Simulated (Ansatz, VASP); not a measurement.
One calculation of P, two programs

The input INCAR:

```
  PREC = Accurate
  ENCUT = 520
  EDIFF = 1E-7
  ISMEAR = 0
  SIGMA = 0.02
  LREAL = F
  LASPH = T
  NELM = 60
  ALGO = Normal
  ISIF = 2
  LWAVE = F
  LCHARG = F
  LDIPOL = T
  IDIPOL = 3
  DIPOL = 0.5 0.5 0.500
  GGA = PE
  IVDW = 12
  NBANDS = 12
```

File KPOINTS:

```
Automatic mesh
0
Gamma
  9 9 1
```

POSCAR

```
P
1.0
    3.0730000000      0.0000000000      0.0000000000
   -1.5365000000      2.6612960658      0.0000000000
    0.0000000000      0.0000000000     28.0000000000
P
2
Direct
    0.3333333333      0.6666666667      0.5238214286
    0.6666666667      0.3333333333      0.4761785714
```

Input for Ansatz:

```yaml
crystal:
  lattice:
    - [3.073, 0.0, 0.0]
    - [-1.5365, 2.6612960658, 0.0]
    - [0.0, 0.0, 28.0]
  atoms:
    - { symbol: P, position: [0.3333333333, 0.6666666667, 0.5238214286] }
    - { symbol: P, position: [0.6666666667, 0.3333333333, 0.4761785714] }
  periodic: [true, true, false]
basis:
  ecutwfc: 420
kpoints:
  mp_grid: { grid: [9, 9, 1] }
hamiltonian:
  xc: pbe
  dispersion: d3bj
scf:
  occupations: { method: gaussian, width: 0.02 }
output:
  forces: true
  stress: true
  eigenvalues: true
```

Alike in both runs: task single point; functional PBE; dispersion D3(BJ); k mesh 9 × 9 × 1; occupations gaussian, width 0.02 eV; no spin polarisation.

|  | VASP | Ansatz |
| --- | --- | --- |
| version | VASP 6.6.1 | Ansatz 0.2.0 |
| potentials or method | VASP PAW PBE potentials, release 64 (P), cutoff 520 eV | scalar-relativistic, plane waves, PAW |
| valence electrons in the cell | 10 | 10 |

```tsv
	VASP	Ansatz	Ansatz less VASP
gap on the k mesh at the Fermi level (eV)	0.37	0.39	+0.025
least direct gap on the mesh (eV)	2.66	2.62	-0.041
rms of the force components (eV/Å)	0.574	0.513	-0.0615
```

Atom by atom the forces differ by 0.061 eV/Å (rms over components).
